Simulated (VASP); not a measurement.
# CsH3Ir2 (I4_1/amd) in VASP: single point with r2SCAN

Aim: the single point of CsH3Ir2 with r2SCAN.

Everything below comes from runs of VASP 6.6.1. Logs are shortened: lines on timing, memory, paths and dates and some standing lists are left out, and cuts for length are marked.

**1. The cell of the first run**

Symmetry: I4_1/amd, No. 141, tetragonal system. Conventional cell: a = 5.065 Å, b = 5.065 Å, c = 20.821 Å, α = 90.00°, β = 90.00°, γ = 90.00°. Within 4.7 Å of Cs (site symmetry -4m2) lie 12 H at 3.58 to 3.85 Å and 12 Ir at 3.92 to 4.40 Å. Within 2.1 Å of Ir (site symmetry 2mm) lie 3 H at 1.60 to 1.61 Å. H (site symmetry -4m2) has 2 Ir at 1.60 Å within 2.1 Å. Within 2.1 Å of H (site symmetry 2/m) lie 2 Ir at 1.61 Å.

**2. Single point, r2SCAN**

File POSCAR:

```
CsH3Ir2
1.0
    0.0000000000      5.0648664074      0.0000000015
    5.0648664074      0.0000000000      0.0000000015
    2.5324332068      2.5324332068    -10.4103271040
Cs Ir H
2 4 6
Direct
    0.8750000000      0.1250000000      0.7500000000
    0.1250000000      0.8750000000      0.2500000000
    0.7019000317      0.4519000317      0.0961999367
    0.4519000317      0.7019000317      0.5961999367
    0.2980999683      0.5480999683      0.9038000633
    0.5480999683      0.2980999683      0.4038000633
    0.6250000000      0.3750000000      0.2500000000
    0.3750000000      0.6250000000      0.7500000000
    0.5000000000      0.5000000000      0.0000000000
    0.5000000000      0.0000000000      0.5000000000
    0.0000000000      0.5000000000      0.0000000000
    0.5000000000      0.5000000000      0.5000000000
```

File INCAR.step1:

```
PREC = Accurate
ENCUT = 520
ISMEAR = -1
SIGMA = 0.1049
LREAL = F
LASPH = T
NELM = 80
NBANDS = 42
GGA = PE
ALGO = Normal
EDIFF = 1E-4
LWAVE = T
LCHARG = F
```

File INCAR.step2:

```
PREC = Accurate
ENCUT = 520
EDIFF = 1E-6
ISMEAR = -1
SIGMA = 0.1049
LREAL = F
LASPH = T
NELM = 80
ALGO = Normal
ISIF = 2
LWAVE = F
LCHARG = F
METAGGA = R2SCAN
LMIXTAU = T
NBANDS = 42
ISTART = 1
```

File KPOINTS:

```
regular mesh
0
Gamma
  5 5 5
```

Potentials or basis: VASP PAW PBE potentials, release 64 (Cs_sv, Ir, H).

On the command line:

```
cat potpaw_PBE.64/Cs_sv/POTCAR potpaw_PBE.64/Ir/POTCAR potpaw_PBE.64/H/POTCAR > POTCAR
cp INCAR.step1 INCAR
mpirun -np 1 vasp_std > vasp.out
cp INCAR.step2 INCAR
mpirun -np 1 vasp_std > vasp.out
```

OUTCAR:

```text
PREC = Accurate
   ENCUT = 520
   EDIFF = 1E-6
   ISMEAR = -1
   LREAL = F
   LASPH = T
   NELM = 80
   ISIF = 2
   METAGGA = R2SCAN
   ISTART = 1

 ion  position               nearest neighbor table
   1  0.875  0.125  0.750-
   2  0.125  0.875  0.250-
   3  0.702  0.452  0.096-   7 1.60  11 1.61   9 1.61   6 3.20   5 3.23   5 3.23
   4  0.452  0.702  0.596-   8 1.60  10 1.61  12 1.61   5 3.20   6 3.23   6 3.23
   5  0.298  0.548  0.904-   8 1.60  11 1.61   9 1.61   4 3.20   3 3.23   3 3.23
   6  0.548  0.298  0.404-   7 1.60  10 1.61  12 1.61   3 3.20   4 3.23   4 3.23
   7  0.625  0.375  0.250-   3 1.60   6 1.60
   8  0.375  0.625  0.750-   4 1.60   5 1.60
   9  0.500  0.500  0.000-   3 1.61   5 1.61
  10  0.500  0.000  0.500-   4 1.61   6 1.61
  11  0.000  0.500  0.000-   3 1.61   5 1.61
  12  0.500  0.500  0.500-   4 1.61   6 1.61

  LATTYP: Found a body centered tetragonal cell.
 ALAT       =     5.0648664074
 C/A-ratio  =     4.1108002731

  Lattice vectors:

 A1 = (  -2.5324332068,   2.5324332006,  10.4103271055)
 A2 = (   2.5324332006,  -2.5324332068,  10.4103271055)
 A3 = (   2.5324332068,   2.5324332068, -10.4103271040)

Analysis of symmetry for initial positions (statically):
=====================================================================
 Subroutine PRICEL returns:
 Original cell was already a primitive cell.

 Routine SETGRP: Setting up the symmetry group for a
 body centered tetragonal supercell.

 Subroutine GETGRP returns: Found 16 space group operations
 (whereof  4 operations were pure point group operations)
 out of a pool of 16 trial point group operations.

The static configuration has the point symmetry C_2h.
 The point group associated with its full space group is D_4h.

Analysis of symmetry for dynamics (positions and initial velocities):
=====================================================================
 Subroutine PRICEL returns:
 Original cell was already a primitive cell.

 Routine SETGRP: Setting up the symmetry group for a
 body centered tetragonal supercell.

 Subroutine GETGRP returns: Found 16 space group operations
 (whereof  4 operations were pure point group operations)
 out of a pool of 16 trial point group operations.

The dynamic configuration has the point symmetry C_2h.
 The point group associated with its full space group is D_4h.

 Subroutine INISYM returns: Found 16 space group operations
 (whereof  4 operations are pure point group operations),
 and found     1 'primitive' translations

----------------------------------------------------------------------------------------

                                     Primitive cell

  volume of cell :     267.0548

  direct lattice vectors                    reciprocal lattice vectors
     0.000000000  5.064866407  0.000000001    -0.000000000  0.197438574  0.048029231
     5.064866407  0.000000000  0.000000001     0.197438574 -0.000000000  0.048029231
     2.532433207  2.532433207-10.410327104     0.000000000  0.000000000 -0.096058461

  length of vectors
     5.064866407  5.064866407 11.009148301     0.203196450  0.203196450  0.096058461

  position of ions in fractional coordinates (direct lattice)
     0.875000000  0.125000000  0.750000000
     0.125000000  0.875000000  0.250000000
     0.701900032  0.451900032  0.096199937
     0.451900032  0.701900032  0.596199937
     0.298099968  0.548099968  0.903800063
     0.548099968  0.298099968  0.403800063
     0.625000000  0.375000000  0.250000000
     0.375000000  0.625000000  0.750000000
     0.500000000  0.500000000  0.000000000
     0.500000000  1.000000000  0.500000000
     0.000000000  0.500000000  0.000000000
     0.500000000  0.500000000  0.500000000

  ion indices of the primitive-cell ions
   primitive index   ion index
                 1           1
                 2           2
                 3           3
                 4           4
                 5           5
                 6           6
                 7           7
                 8           8
                 9           9
                10          10
                11          11
                12          12

----------------------------------------------------------------------------------------

 KPOINTS: regular mesh

Automatic generation of k-mesh.
 Grid dimensions read from file:
 generate k-points for:    5    5    5

 Generating k-lattice:

  Cartesian coordinates                     Fractional coordinates (reciprocal lattice)
    -0.000000000  0.039487715  0.009605846     0.200000000  0.000000000  0.000000000
     0.039487715 -0.000000000  0.009605846     0.000000000  0.200000000  0.000000000
     0.000000000  0.000000000 -0.019211692     0.000000000  0.000000000  0.200000000

  Length of vectors
     0.040639290  0.040639290  0.019211692

  Shift w.r.t. Gamma in fractional coordinates (k-lattice)
     0.000000000  0.000000000  0.000000000

 Subroutine IBZKPT returns following result:
 ===========================================

 Found     18 irreducible k-points:

 Following reciprocal coordinates:
            Coordinates               Weight
  0.000000  0.000000  0.000000      1.000000
  0.200000  0.000000 -0.000000      8.000000
  0.400000  0.000000 -0.000000      8.000000
  0.200000  0.200000 -0.000000      8.000000
  0.400000  0.200000  0.000000     16.000000
 -0.400000  0.200000 -0.000000     16.000000
[... 10 lines left out ...]
 -0.000000 -0.000000  0.400000      2.000000
 -0.200000  0.000000  0.400000      4.000000
   k-points           NKPTS =     18   k-points in BZ     NKDIM =     18   number of bands    NBANDS=     42
   number of dos      NEDOS =    301   number of ions     NIONS =     12
   total plane-waves  NPLWV = 134400
   dimension x,y,z NGX =    40 NGY =   40 NGZ =   84
   dimension x,y,z NGXF=    80 NGYF=   80 NGZF=  168
   ions per type =               2   4   6
   NGX,Y,Z   is equivalent  to a cutoff of  13.13, 13.13, 12.68 a.u.
   NGXF,Y,Z  is equivalent  to a cutoff of  26.26, 26.26, 25.37 a.u.
 SYSTEM =  unknown system
   PREC   = accura    normal or accurate (medium, high low for compatibility)
   ISTART =      1    job   : 0-new  1-cont  2-samecut
   ICHARG =      0    charge: 1-file 2-atom 10-const
   ISPIN  =      1    spin polarized calculation?
   LNONCOLLINEAR =      F non collinear calculations
   LSORBIT =      F    spin-orbit coupling
   LASPH  =      T    aspherical Exc in radial PAW
   ENCUT  =  520.0 eV  38.22 Ry    6.18 a.u.   9.42  9.42 20.47*2*pi/ulx,y,z
   NELM   =     80;   NELMIN=  2; NELMDL=  0     # of ELM steps
   EDIFF  = 0.1E-05   stopping-criterion for ELM
   LREAL  =      F    real-space projection
   EDIFFG = 0.1E-04   stopping-criterion for IOM
   NSW    =      0    number of steps for IOM
   IBRION =     -1    ionic relax: 0-MD 1-quasi-New 2-CG
   NFREE  =      0    steps in history (QN), initial steepest desc. (CG)
   ISIF   =      2    stress and relaxation
   ISYM   =      2    0-nonsym 1-usesym 2-fastsym
   POTIM  = 0.5000    time-step for ionic-motion
   TEBEG  =    0.0;   TEEND  =   0.0 temperature during run
   PSTRESS=    0.0 pullay stress
   NELECT =      60.0000    total number of electrons
   NUPDOWN=      -1.0000    fix difference up-down
   EMIN   =  10.00;   EMAX   =-10.00  energy-range for DOS
   EFERMI =   0.00;   METHOD = LEGACY
   ISMEAR =    -1;   SIGMA  =   0.10  broadening in eV -4-tet -1-fermi 0-gaus
   EFERMI_NEDOS =   21; number of points for ismear=-14 and -15
   IALGO  =     38    algorithm
   IMIX   =      4    mixing-type and parameters
     AMIX     =   0.40;   BMIX     =  1.00
     AMIX_MAG =   1.60;   BMIX_MAG =  1.00
  volume/ion in A,a.u.               =      22.25       150.18
  Fermi-wavevector in a.u.,A,eV,Ry     =   0.995234  1.880719 13.476439  0.990490
  Thomas-Fermi vector in A             =   2.127240
   LORBIT       =      0    0 simple, 1 ext, 2 COOP (PROOUT), +10 PAW based schemes
   METAGGA = R2SCAN    functional components
   LHFCALC =     F    Hartree Fock is set to
   AEXX    =    0.0000 exact exchange contribution
   IVDW    =     0    specifies the selected vdW correction
   LEPSILON=     F    determine dielectric tensor
   LRPA    =     F    only Hartree local field effects (RPA)
 non-spin polarized calculation
  energy-cutoff  :      520.00
  volume of cell :      267.05
 maximum number of plane-waves:      7227
 NGX is ok and might be reduce to    40
   NGX = 19   NGY = 19   NGZ = 41

 number of electron      59.9999999 magnetization

 Free energy of the ion-electron system (eV)
  ---------------------------------------------------
  ext. energy  EPLUGINS =         0.00000000
  ---------------------------------------------------
  free energy    TOTEN  =      -270.40071658 eV

  energy without entropy =     -269.87562072  energy(sigma->0) =     -270.13816865

 E-fermi :   0.4551     XC(G=0):  -8.6436

 val. band max:        0.4448501218   @ k =  -0.4000   0.4000   0.0000
 cond. band min:       0.4613449904   @ k =   0.4000   0.4000  -0.0000
 fundamental gap:      0.0164948686
 Fermi energy:         0.4550922682

 k-point     1 :       0.0000    0.0000    0.0000
  band No.  band energies     occupation
      1     -21.2849      2.00000
      2     -21.2824      2.00000
      3      -7.9780      2.00000
      4      -7.7944      2.00000
      5      -7.7451      2.00000
      6      -7.7148      2.00000
[... 34 lines left out ...]
     41       6.2211      0.00000
     42       7.0394      0.00000

 k-point     2 :       0.2000    0.0000   -0.0000
  band No.  band energies     occupation
      1     -21.2821      2.00000
      2     -21.2802      2.00000
      3      -8.0997      2.00000
      4      -7.9263      2.00000
      5      -7.8311      2.00000
      6      -7.7402      2.00000
[... 709 lines left out ...]
     41       6.4429      0.00000
     42       6.7424      0.00000

 k-point    18 :      -0.2000    0.0000    0.4000
  band No.  band energies     occupation
      1     -21.2812      2.00000
      2     -21.2811      2.00000
      3      -8.0640      2.00000
      4      -7.9738      2.00000
      5      -7.7830      2.00000
      6      -7.7796      2.00000
[... 34 lines left out ...]
     41       6.4872      0.00000
     42       6.5025      0.00000

------------------------ aborting loop because EDIFF is reached ----------------------------------------

  FORCE on cell =-STRESS in cart. coord.  units (eV):
  Direction    XX          YY          ZZ          XY          YZ          ZX
  --------------------------------------------------------------------------------------
  -------------------------------------------------------------------------------------
  Total        0.4211275      0.4211275      1.4526079      0.0000000     -0.0000000     -0.0000000
  in kB        2.5265262      2.5265262      8.7148240      0.0000000     -0.0000000     -0.0000000
  external PRESSURE =       4.5892921 kB  Pullay stress =       0.0000000 kB

 VOLUME and BASIS-vectors are now :
 -----------------------------------------------------------------------------
  energy-cutoff  :      520.00
  volume of cell :      267.05
      direct lattice vectors                 reciprocal lattice vectors
     0.000000000  5.064866407  0.000000001    -0.000000000  0.197438574  0.048029231
     5.064866407  0.000000000  0.000000001     0.197438574 -0.000000000  0.048029231
     2.532433207  2.532433207-10.410327104     0.000000000  0.000000000 -0.096058461

 POSITION                                       TOTAL-FORCE (eV/Angst)
 -----------------------------------------------------------------------------------
      2.53243      6.33108     -7.80775        -0.000000      0.000000      0.000000
      5.06487      1.26622     -2.60258        -0.000000      0.000000     -0.000000
      2.53243      3.79865     -1.00147         0.000000      0.000000     -0.009897
      5.06487      3.79865     -6.20664         0.000000      0.000000     -0.009897
      5.06487      3.79865     -9.40885        -0.000000     -0.000000      0.009897
      2.53243      3.79865     -4.20369        -0.000000     -0.000000      0.009897
      2.53243      3.79865     -2.60258         0.000000     -0.000000      0.000000
      5.06487      3.79865     -7.80775         0.000000     -0.000000     -0.000000
      2.53243      2.53243      0.00000         0.000000     -0.000000      0.000000
      1.26622      3.79865     -5.20516         0.000000     -0.000000      0.000000
      2.53243      0.00000      0.00000         0.000000     -0.000000      0.000000
      3.79865      3.79865     -5.20516         0.000000     -0.000000     -0.000000
 -----------------------------------------------------------------------------------
    total drift:                               -0.000000     -0.000000      0.000000

  FREE ENERGIE OF THE ION-ELECTRON SYSTEM (eV)
  ---------------------------------------------------
  free  energy   TOTEN  =      -270.4007165813 eV

  energy  without entropy=     -269.8756207193  energy(sigma->0) =     -270.13816865
```

Run time: 9.9 min. Hardware: 1 thread of Intel Xeon Platinum 8375C at 2.90GHz (Ice Lake), shared host; peak memory 0.49 GiB.

Results:

```yaml
Free_energy: -270.4007 eV
Pressure: 0.5 GPa
Largest_force: 0.010 eV/Å
Band_gap_on_the_k_mesh: zero (bands 30 and 31 overlap by 0.02 eV)
```

Forces in eV/Å, atoms in the order of the input:
```
Cs   0.000  0.000  0.000
Cs   0.000  0.000  0.000
Ir   0.000  0.000 -0.010
Ir   0.000  0.000 -0.010
Ir   0.000  0.000  0.010
Ir   0.000  0.000  0.010
H    0.000  0.000  0.000
H    0.000  0.000  0.000
H    0.000  0.000  0.000
H    0.000  0.000  0.000
H    0.000  0.000  0.000
H    0.000  0.000  0.000
```

Caveat: the PAW data sets were made with another functional, which shifts forces and pressure a little; spin-orbit coupling is left out, which moves the levels of the heavy elements.
